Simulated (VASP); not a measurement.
Input of a VASP 6.6.1 run:

INCAR

```
SYSTEM = CoO
  PREC = Accurate
  ENCUT = 520
  EDIFF = 1E-6
  ISMEAR = -1
  SIGMA = 0.05
  LREAL = .FALSE.
  LASPH = .TRUE.
  NELM = 150
  ALGO = Normal
  ISIF = 2
  LWAVE = .FALSE.
  LCHARG = .TRUE.
  ISPIN = 2
  MAGMOM = 2 2 0 0
  LORBIT = 11
  LMAXMIX = 4
  GGA = PS
  LELF = .TRUE.
  LVHAR = .TRUE.
  NBANDS = 27
```

Contents of KPOINTS:

```
regular mesh
0
G
  10 10 5
  0 0 0
```

POSCAR

```
CoO
1.0
    2.6293857559      0.0000000000      0.0000000000
   -1.3146928780      2.2771148610      0.0000000000
    0.0000000000      0.0000000000      5.9568905402
Co O
2 2
Direct
    0.3333333333      0.6666666667      0.5353554196
    0.0000000000      0.0000000000      0.0353564775
    0.3333333333      0.6666666667      0.8396451381
    0.0000000000      0.0000000000      0.3396439648
```

Potentials or basis: VASP PAW PBE potentials, release 64 (Co, O).

Command:

```sh
$ cat potpaw_PBE.64/Co/POTCAR potpaw_PBE.64/O/POTCAR > POTCAR
$ mpirun -np 1 vasp_std > vasp.out
```

(1) What does it give for the site moments?

(2) Predict the largest force.

Results:

(1) Co +0.95; O +0.08 μB.

(2) 0.639 eV/Å.

Caveat: the PAW data sets were made with another functional, which shifts forces and pressure a little.
